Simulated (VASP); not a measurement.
Here is a VASP 6.6.1 calculation.

Contents of INCAR:

```
SYSTEM = C
AGGAC = 1.0
AGGAX = 1.0
ALDAC = 0.0
ALDAX = 1.0
ALGO = Normal
EDIFF = 1E-7
EDIFFG = -0.01
ENCUT = 600
GGA = B5
GGA_COMPAT = .FALSE.
IBRION = 2
ISIF = 3
ISMEAR = -1
LASPH = .TRUE.
LCHARG = .FALSE.
LREAL = .FALSE.
LWAVE = .FALSE.
NELM = 120
NELMIN = 4
NSW = 80
PREC = Accurate
SIGMA = 0.1
```

File KPOINTS:

```
k-points
0
G
  17 17 9
  0 0 0
```

File POSCAR:

```
C
1.0
    2.1071951087      0.0000000000      0.0000000000
   -1.0535975543      1.8248844949      0.0000000000
    0.0000000000      0.0000000000      3.4410496125
C
2
Direct
    0.3333333333      0.6666666667      0.2500000000
    0.6666666667      0.3333333333      0.7500000000
```

Potentials or basis: VASP PAW PBE potentials, release 64 (C).

The run is started by

```sh
$ cat potpaw_PBE.64/C/POTCAR > POTCAR
$ mpirun -np 1 vasp_std > vasp.out
```

Problem. Predict the relaxed volume.

Solution. 7.72 Å³/atom.

Problem. Predict the band gap on the k mesh.

Solution. Zero (band 4 reaches 8.83 eV, above the bottom of band 5 at 6.13 eV).

Step by step:
```
step  energy change (eV)  largest force (eV/Å)  pressure (GPa)  volume (Å³)
   1              0.0000                0.0000           28.08        13.23
   2             -0.1964                0.0000            1.46        15.58
   3             -0.1973                0.0000           -0.19        15.79
   4             -0.1973                0.0000            0.22        15.74
   5             -0.1977                0.0000            0.25        15.74
   6             -0.1989                0.0000            0.39        15.72
   7             -0.2057                0.0000            0.67        15.69
   8             -0.2433                0.0000            1.13        15.60
   9             -0.3403                0.0000            3.08        15.36
  10             -0.4808                0.0000            9.12        14.62
  11             -0.1603                0.0000           62.48        12.33
  12             -0.5458                0.0000           11.27        14.34
  13             -0.7060                0.0000           17.55        13.42
  14             -0.6807                0.0000           21.96        13.10
  15             -0.7006                0.0000           17.45        13.27
  16             -0.6939                0.0000           18.96        13.18
  17             -0.7082                0.0000           16.83        13.31
  18             -0.7434                0.0000           12.51        13.70
  19             -0.7907                0.0000            6.63        14.50
  20             -0.8015                0.0000           -5.79        16.20
  21             -0.8132                0.0000            1.66        15.34
  22             -0.8141                0.0000            0.17        15.51
  23             -0.8164                0.0000           -0.36        15.54
  24             -0.8180                0.0000           -1.20        15.59
  25             -0.8180                0.0000           -1.28        15.59
  26             -0.8184                0.0000           -0.74        15.53
  27             -0.8186                0.0000            0.28        15.41
  28             -0.8187                0.0000            0.00        15.44
```

Caveat: the volume moved by over 15 % at a fixed basis, so the end points are rough; the PAW data sets were made with another functional, which shifts forces and pressure a little.
